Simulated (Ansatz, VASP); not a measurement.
## AlRu: VASP beside Ansatz

Contents of INCAR:

```
SYSTEM = AlRu
ALGO = Fast ; EDIFF = 1E-7
ENCUT = 520 ; GGA = PE
ISIF = 2 ; ISMEAR = 0
LASPH = .TRUE. ; LCHARG = .TRUE.
LELF = .TRUE. ; LREAL = .FALSE.
LVHAR = .TRUE. ; LWAVE = .FALSE.
NBANDS = 16 ; NELM = 60
PREC = Accurate ; SIGMA = 0.15
```

KPOINTS

```
k-points
0
G
  18 18 18
  0 0 0
```

File POSCAR:

```
AlRu
1.0
    2.6134033183      0.0000000000      0.0000000000
    0.0000000000      2.6134033183      0.0000000000
    0.0000000000      0.0000000000      3.9201049775
Al Ru
1 1
Direct
    0.0000000000      0.0000000000      0.0000000000
    0.5000000000      0.5000000000      0.5000000000
```

Input for Ansatz:

```yaml
crystal:
  lattice:
    - [2.6134033183, 0.0, 0.0]
    - [0.0, 2.6134033183, 0.0]
    - [0.0, 0.0, 3.9201049775]
  atoms:
    - { symbol: Al, position: [0.0, 0.0, 0.0] }
    - { symbol: Ru, position: [0.5, 0.5, 0.5] }
basis:
  ecutwfc: 420
kpoints:
  mp_grid: { grid: [18, 18, 18] }
hamiltonian:
  xc: pbe
scf:
  occupations: { method: gaussian, width: 0.15 }
output:
  forces: true
  stress: true
  eigenvalues: true
```

Alike in both runs: task single point; functional PBE; k mesh 18 × 18 × 18; occupations gaussian, width 0.15 eV; no spin polarisation.

|  | VASP | Ansatz |
| --- | --- | --- |
| version | VASP 6.6.1 | Ansatz 0.2.0 |
| potentials or method | VASP PAW PBE potentials, release 64 (Al, Ru_pv), cutoff 520 eV | scalar-relativistic, plane waves, PAW |
| valence electrons in the cell | 17 | 19 |

VASP gave:

- gap on the k mesh at the Fermi level (eV): none
- pressure (GPa): 12.9
- traceless stress, the component that is largest in VASP (GPa): -20.98

Problem. Estimate Ansatz's values.

Solution. gap on the k mesh at the Fermi level (eV): none; pressure (GPa): 13.0; traceless stress, the component that is largest in VASP (GPa): -20.96.

A gap of «none» marks a metal or a gap that the smearing closes. The functional is the same, so the differences come from potentials, cutoffs and numerics. VASP's potentials hold 17 valence electrons a cell and Ansatz's 19, so a difference there can come from the potentials and not from the codes.
